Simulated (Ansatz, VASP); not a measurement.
## ReSe: VASP beside Ansatz

Contents of POSCAR:

```
ReSe
1.0
    0.0000000000      2.6805326537      2.6805326537
    2.6805326537      0.0000000000      2.6805326537
    2.6805326537      2.6805326537      0.0000000000
Re Se
1 1
Direct
    0.5000000000      0.5000000000      0.5000000000
    0.0000000000      0.0000000000      0.0000000000
```

INCAR.step1

```
SYSTEM = ReSe
PREC     = Accurate       ! precision mode
ENCUT    = 520            ! plane-wave cutoff, eV
ISMEAR   = 0              ! smearing method
SIGMA    = 0.05           ! smearing width, eV
LREAL    = .False.        ! projectors in reciprocal space
LASPH    = .True.         ! aspherical terms in the spheres
NELM     = 150            ! most SCF steps
ISPIN    = 2              ! spin polarisation
MAGMOM   = 2.11 0         ! initial moments
LMAXMIX  = 4              ! l up to which the mixer works
NBANDS   = 18             ! bands
GGA      = PE             ! functional
ALGO     = Normal         ! electronic algorithm
EDIFF    = 1E-4           ! SCF threshold, eV
LWAVE    = .True.         ! write WAVECAR
LCHARG   = .False.        ! write CHGCAR
```

Contents of INCAR.step2:

```
SYSTEM = ReSe
PREC     = Accurate       ! precision mode
ENCUT    = 520            ! plane-wave cutoff, eV
EDIFF    = 1E-7           ! SCF threshold, eV
ISMEAR   = 0              ! smearing method
SIGMA    = 0.05           ! smearing width, eV
LREAL    = .False.        ! projectors in reciprocal space
LASPH    = .True.         ! aspherical terms in the spheres
NELM     = 150            ! most SCF steps
ALGO     = Normal         ! electronic algorithm
ISIF     = 2              ! what is computed and relaxed
LWAVE    = .False.        ! write WAVECAR
LCHARG   = .False.        ! write CHGCAR
ISPIN    = 2              ! spin polarisation
MAGMOM   = 2.11 0         ! initial moments
LORBIT   = 11             ! projections on sites
LMAXMIX  = 4              ! l up to which the mixer works
METAGGA  = R2SCAN         ! meta-GGA
LMIXTAU  = .True.       
NBANDS   = 18             ! bands
ISTART   = 1
```

Contents of KPOINTS:

```
regular mesh
0
Gamma
  12 12 12
  0 0 0
```

Input for Ansatz:

```yaml
crystal:
  lattice:
    - [0.0, 2.6805326537, 2.6805326537]
    - [2.6805326537, 0.0, 2.6805326537]
    - [2.6805326537, 2.6805326537, 0.0]
  atoms:
    - { symbol: Re, position: [0.5, 0.5, 0.5], spin: 2.11 }
    - { symbol: Se, position: [0.0, 0.0, 0.0] }
basis:
  ecutwfc: 500
  ecutrho_ratio: 4
kpoints:
  mp_grid: { grid: [12, 12, 12] }
hamiltonian:
  xc: r2scan
scf:
  occupations: { method: gaussian, width: 0.05 }
output:
  forces: true
  stress: true
  eigenvalues: true
  populations: true
magnetization:
  spin_polarized: true
```

Alike in both runs: task single point; functional r2SCAN; k mesh 12 × 12 × 12; occupations gaussian, width 0.05 eV; collinear spin.

```csv
,VASP,Ansatz
version,VASP 6.6.1,Ansatz 0.2.0
potentials or method,"VASP PAW PBE potentials, release 64 (Re, Se), cutoff 520 eV","scalar-relativistic, plane waves, PAW"
valence electrons in the cell,13,31
```

|  | VASP | Ansatz | Ansatz less VASP |
| --- | --- | --- | --- |
| gap on the k mesh at the Fermi level (eV) | none | none | - |
| pressure (GPa) | -7.0 | -7.2 | -0.17 |
| net moment per atom (μB) | 1.28 | 1.28 | +0.002 |
| size of the moment on the site where the two differ most (μB) | 2.47 | 2.01 | -0.458 |

VASP's potentials were made for PBE, not for r2SCAN. Site moments also hang on the region over which each program counts them. A gap of «none» marks a metal or a gap that the smearing closes. VASP's potentials hold 13 valence electrons a cell and Ansatz's 31, so a difference there can come from the potentials and not from the codes. Ansatz's warnings: stability check not made.

Spin-orbit coupling is off throughout.
